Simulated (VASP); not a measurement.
# MgO (rock salt) (Fm-3m) in VASP: a series of runs, part 2 of 2

VASP 6.6.1. Earlier steps stand in the parts before.

### Step 5. Single point, PBE (volume scaled by 1.03)

INCAR reads:

```
ALGO = Normal
EDIFF = 1E-6
ENCUT = 600
GGA = PE
GGA_COMPAT = False
ISIF = 2
ISMEAR = 0
LASPH = True
LCHARG = True
LELF = True
LREAL = False
LVHAR = True
LWAVE = False
NBANDS = 11
NELM = 120
PREC = Accurate
SIGMA = 0.01
```

KPOINTS reads:

```
k-points
0
Gamma
  10 10 10
```

POSCAR reads:

```
MgO
1.0
    0.0000000000      2.1258429397      2.1258429397
    2.1258429397      0.0000000000      2.1258429397
    2.1258429397      2.1258429397      0.0000000000
Mg O
1 1
Direct
    0.0000000000      0.0000000000      0.0000000000
    0.5000000000      0.5000000000      0.5000000000
```

Potentials or basis: VASP PAW PBE potentials, release 64 (Mg, O).

The run is started by

```console
$ cat potpaw_PBE.64/Mg/POTCAR potpaw_PBE.64/O/POTCAR > POTCAR
$ mpirun -np 1 vasp_std > vasp.out
```

OUTCAR:

```text
EDIFF = 1E-6
   ENCUT = 600
   GGA = PE
   ISIF = 2
   ISMEAR = 0
   LASPH = True
   LREAL = False
   NELM = 120
   PREC = Accurate

 ion  position               nearest neighbor table
   1  0.000  0.000  0.000-   2 2.13   2 2.13   2 2.13   2 2.13   2 2.13   2 2.13
   2  0.500  0.500  0.500-   1 2.13   1 2.13   1 2.13   1 2.13   1 2.13   1 2.13

  LATTYP: Found a face centered cubic cell.
 ALAT       =     4.2516858794

  Lattice vectors:

 A1 = (   0.0000000000,   2.1258429397,   2.1258429397)
 A2 = (   2.1258429397,   0.0000000000,   2.1258429397)
 A3 = (   2.1258429397,   2.1258429397,   0.0000000000)

Analysis of symmetry for initial positions (statically):
=====================================================================
 Subroutine PRICEL returns:
 Original cell was already a primitive cell.

 Routine SETGRP: Setting up the symmetry group for a
 face centered cubic supercell.

 Subroutine GETGRP returns: Found 48 space group operations
 (whereof 48 operations were pure point group operations)
 out of a pool of 48 trial point group operations.

The static configuration has the point symmetry O_h .

Analysis of symmetry for dynamics (positions and initial velocities):
=====================================================================
 Subroutine PRICEL returns:
 Original cell was already a primitive cell.

 Routine SETGRP: Setting up the symmetry group for a
 face centered cubic supercell.

 Subroutine GETGRP returns: Found 48 space group operations
 (whereof 48 operations were pure point group operations)
 out of a pool of 48 trial point group operations.

The dynamic configuration has the point symmetry O_h .

 Subroutine INISYM returns: Found 48 space group operations
 (whereof 48 operations are pure point group operations),
 and found     1 'primitive' translations

----------------------------------------------------------------------------------------

                                     Primitive cell

  volume of cell :      19.2143

  direct lattice vectors                    reciprocal lattice vectors
     0.000000000  2.125842940  2.125842940    -0.235200819  0.235200819  0.235200819
     2.125842940  0.000000000  2.125842940     0.235200819 -0.235200819  0.235200819
     2.125842940  2.125842940  0.000000000     0.235200819  0.235200819 -0.235200819

  length of vectors
     3.006395917  3.006395917  3.006395917     0.407379768  0.407379768  0.407379768

  position of ions in fractional coordinates (direct lattice)
     0.000000000  0.000000000  0.000000000
     0.500000000  0.500000000  0.500000000

  ion indices of the primitive-cell ions
   primitive index   ion index
                 1           1
                 2           2

----------------------------------------------------------------------------------------

 KPOINTS: k-points

Automatic generation of k-mesh.
 Grid dimensions read from file:
 generate k-points for:   10   10   10

 Generating k-lattice:

  Cartesian coordinates                     Fractional coordinates (reciprocal lattice)
    -0.023520082  0.023520082  0.023520082     0.100000000  0.000000000  0.000000000
     0.023520082 -0.023520082  0.023520082     0.000000000  0.100000000  0.000000000
     0.023520082  0.023520082 -0.023520082     0.000000000  0.000000000  0.100000000

  Length of vectors
     0.040737977  0.040737977  0.040737977

  Shift w.r.t. Gamma in fractional coordinates (k-lattice)
     0.000000000  0.000000000  0.000000000

 Subroutine IBZKPT returns following result:
 ===========================================

 Found     47 irreducible k-points:

 Following reciprocal coordinates:
            Coordinates               Weight
  0.000000  0.000000  0.000000      1.000000
  0.100000  0.000000  0.000000      8.000000
  0.200000  0.000000  0.000000      8.000000
  0.300000  0.000000  0.000000      8.000000
  0.400000  0.000000  0.000000      8.000000
  0.500000  0.000000  0.000000      4.000000
[... 16 lines left out ...]
  0.300000  0.300000  0.000000      6.000000
  0.400000  0.300000  0.000000     24.000000
 [... further k-points ...]
   k-points           NKPTS =     47   k-points in BZ     NKDIM =     47   number of bands    NBANDS=     11
   number of dos      NEDOS =    301   number of ions     NIONS =      2
   total plane-waves  NPLWV =  13824
   dimension x,y,z NGX =    24 NGY =   24 NGZ =   24
   dimension x,y,z NGXF=    48 NGYF=   48 NGZF=   48
   ions per type =               1   1
   NGX,Y,Z   is equivalent  to a cutoff of  13.27, 13.27, 13.27 a.u.
   NGXF,Y,Z  is equivalent  to a cutoff of  26.54, 26.54, 26.54 a.u.
 SYSTEM =  unknown system
   PREC   = accura    normal or accurate (medium, high low for compatibility)
   ISTART =      0    job   : 0-new  1-cont  2-samecut
   ICHARG =      2    charge: 1-file 2-atom 10-const
   ISPIN  =      1    spin polarized calculation?
   LNONCOLLINEAR =      F non collinear calculations
   LSORBIT =      F    spin-orbit coupling
   LASPH  =      T    aspherical Exc in radial PAW
   ENCUT  =  600.0 eV  44.10 Ry    6.64 a.u.   6.00  6.00  6.00*2*pi/ulx,y,z
   NELM   =    120;   NELMIN=  2; NELMDL= -5     # of ELM steps
   EDIFF  = 0.1E-05   stopping-criterion for ELM
   LREAL  =      F    real-space projection
   EDIFFG = 0.1E-04   stopping-criterion for IOM
   NSW    =      0    number of steps for IOM
   IBRION =     -1    ionic relax: 0-MD 1-quasi-New 2-CG
   NFREE  =      0    steps in history (QN), initial steepest desc. (CG)
   ISIF   =      2    stress and relaxation
   ISYM   =      2    0-nonsym 1-usesym 2-fastsym
   POTIM  = 0.5000    time-step for ionic-motion
   TEBEG  =    0.0;   TEEND  =   0.0 temperature during run
   PSTRESS=    0.0 pullay stress
   NELECT =       8.0000    total number of electrons
   NUPDOWN=      -1.0000    fix difference up-down
   EMIN   =  10.00;   EMAX   =-10.00  energy-range for DOS
   EFERMI =   0.00;   METHOD = LEGACY
   ISMEAR =     0;   SIGMA  =   0.01  broadening in eV -4-tet -1-fermi 0-gaus
   EFERMI_NEDOS =   21; number of points for ismear=-14 and -15
   IALGO  =     38    algorithm
   IMIX   =      4    mixing-type and parameters
     AMIX     =   0.40;   BMIX     =  1.00
     AMIX_MAG =   1.60;   BMIX_MAG =  1.00
  volume/ion in A,a.u.               =       9.61        64.83
  Fermi-wavevector in a.u.,A,eV,Ry     =   1.222448  2.310091 20.332255  1.494379
  Thomas-Fermi vector in A             =   2.357594
   LORBIT       =      0    0 simple, 1 ext, 2 COOP (PROOUT), +10 PAW based schemes
   GGA     = PE    functional components
   LHFCALC =     F    Hartree Fock is set to
   AEXX    =    0.0000 exact exchange contribution
   IVDW    =     0    specifies the selected vdW correction
   LEPSILON=     F    determine dielectric tensor
   LRPA    =     F    only Hartree local field effects (RPA)
 non-spin polarized calculation
 Gauss-broadening in eV      SIGMA  =   0.01
  energy-cutoff  :      600.00
  volume of cell :       19.21
 maximum number of plane-waves:       656
   NGX = 13   NGY = 13   NGZ = 13

 number of electron       8.0000004 magnetization

 Free energy of the ion-electron system (eV)
  ---------------------------------------------------
  ext. energy  EPLUGINS =         0.00000000
  ---------------------------------------------------
  free energy    TOTEN  =       -11.91489900 eV

  energy without entropy =      -11.91489900  energy(sigma->0) =      -11.91489900

 E-fermi :   3.1513     XC(G=0): -10.9463

 val. band max:        2.9774903460   @ k =   0.0000   0.0000   0.0000
 cond. band min:       7.4361996287   @ k =   0.0000   0.0000   0.0000
 fundamental gap:      4.4587092826
 Fermi energy:         3.1512576775

 k-point     1 :       0.0000    0.0000    0.0000
  band No.  band energies     occupation
      1     -14.1436      2.00000
      2       2.9775      2.00000
      3       2.9775      2.00000
      4       2.9775      2.00000
      5       7.4362      0.00000
      6      18.6197      0.00000
      7      18.6197      0.00000
      8      18.6197      0.00000
      9      22.4611      0.00000
     10      24.2052      0.00000
     11      24.2052      0.00000
[... 309 lines left out ...]
 k-point    24 :       0.4000    0.3000    0.0000
  band No.  band energies     occupation
      1     -12.9694      2.00000
      2      -0.5065      2.00000
      3       1.7151      2.00000
      4       1.9269      2.00000
      5      12.2762      0.00000
      6      13.0667      0.00000
      7      16.2830      0.00000
      8      20.7888      0.00000
      9      20.9903      0.00000
     10      27.5211      0.00000
     11      29.3954      0.00000

 [... further k-points ...]

------------------------ aborting loop because EDIFF is reached ----------------------------------------

  FORCE on cell =-STRESS in cart. coord.  units (eV):
  Direction    XX          YY          ZZ          XY          YZ          ZX
  --------------------------------------------------------------------------------------
  -------------------------------------------------------------------------------------
  Total       -0.0970138     -0.0970138     -0.0970138     -0.0000000     -0.0000000     -0.0000000
  in kB       -8.0894814     -8.0894814     -8.0894814     -0.0000000     -0.0000000     -0.0000000
  external PRESSURE =      -8.0894814 kB  Pullay stress =       0.0000000 kB

 VOLUME and BASIS-vectors are now :
 -----------------------------------------------------------------------------
  energy-cutoff  :      600.00
  volume of cell :       19.21
      direct lattice vectors                 reciprocal lattice vectors
     0.000000000  2.125842940  2.125842940    -0.235200819  0.235200819  0.235200819
     2.125842940  0.000000000  2.125842940     0.235200819 -0.235200819  0.235200819
     2.125842940  2.125842940  0.000000000     0.235200819  0.235200819 -0.235200819

 POSITION                                       TOTAL-FORCE (eV/Angst)
 -----------------------------------------------------------------------------------
      0.00000      0.00000      0.00000         0.000000      0.000000      0.000000
      2.12584      2.12584      2.12584        -0.000000     -0.000000     -0.000000
 -----------------------------------------------------------------------------------
    total drift:                               -0.000000     -0.000000      0.000000

  FREE ENERGIE OF THE ION-ELECTRON SYSTEM (eV)
  ---------------------------------------------------
  free  energy   TOTEN  =       -11.9148989983 eV

  energy  without entropy=      -11.9148989983  energy(sigma->0) =      -11.91489900
```

OSZICAR:

```text
N       E                     dE             d eps       ncg     rms          rms(c)
DAV:   1     0.188113191488E+02    0.18811E+02   -0.49086E+03  1130   0.725E+02
DAV:   2    -0.126073955306E+02   -0.31419E+02   -0.30463E+02  1172   0.146E+02
DAV:   3    -0.134673141166E+02   -0.85992E+00   -0.85843E+00  1254   0.213E+01
DAV:   4    -0.134697647578E+02   -0.24506E-02   -0.24506E-02  1133   0.125E+00
DAV:   5    -0.134697725710E+02   -0.78133E-05   -0.78133E-05  1223   0.704E-02    0.719E+00
DAV:   6    -0.119350098405E+02    0.15348E+01   -0.89721E+00  1073   0.164E+01    0.227E+00
DAV:   7    -0.119209090809E+02    0.14101E-01   -0.63290E-02  1118   0.222E+00    0.135E+00
DAV:   8    -0.119153862232E+02    0.55229E-02   -0.30744E-02  1091   0.197E+00    0.256E-01
DAV:   9    -0.119149437126E+02    0.44251E-03   -0.65607E-04  1166   0.179E-01    0.144E-01
DAV:  10    -0.119148980973E+02    0.45615E-04   -0.59800E-04  1133   0.181E-01    0.887E-03
DAV:  11    -0.119148989983E+02   -0.90106E-06   -0.30985E-06  1184   0.149E-02
   1 F= -.11914899E+02 E0= -.11914899E+02  d E =-.123776-135
```

stdout:

```text
POSCAR found type information on POSCAR MgO
 POSCAR found :  2 types and       2 ions
 scaLAPACK will be used
 LDA part: xc-table for (Slater+PW92), standard interpolation
 POSCAR, INCAR and KPOINTS ok, starting setup
 FFT: planning ... GRIDC
 FFT: planning ... GRID_SOFT
 FFT: planning ... GRID
 WAVECAR not read
 entering main loop
```

Wall time 6.1 s (1 thread of Intel Xeon 6975P-C (Granite Rapids), shared host); peak memory 0.14 GiB.

Results:

| Quantity | Value |
| --- | --- |
| Free energy | -11.9149 eV |
| Pressure | -0.8 GPa |
| Band gap on the k mesh | 4.46 eV, direct |

### Step 6. The runs side by side

| cell | gap on the mesh (eV) | pressure (GPa) |
| --- | --- | --- |
| a = 2.454 Å, angles 60.0°, 2 atoms | 8.94 | 327.9 |
| a = 2.394 Å, angles 60.0°, 2 atoms | 8.75 | 430.8 |
| a = 2.511 Å, angles 60.0°, 2 atoms | 9.07 | 251.0 |
| a = 3.006 Å, angles 60.0°, 2 atoms | 4.46 | -0.8 |

Alike in all rows: task single point; level PBE; potentials or basis VASP PAW PBE potentials, release 64 (Mg, O); no spin polarisation; k mesh 10 × 10 × 10; cutoff (eV) 600; smearing gaussian 0.01 eV.

Absolute energies hang on the potentials; compare differences alone.
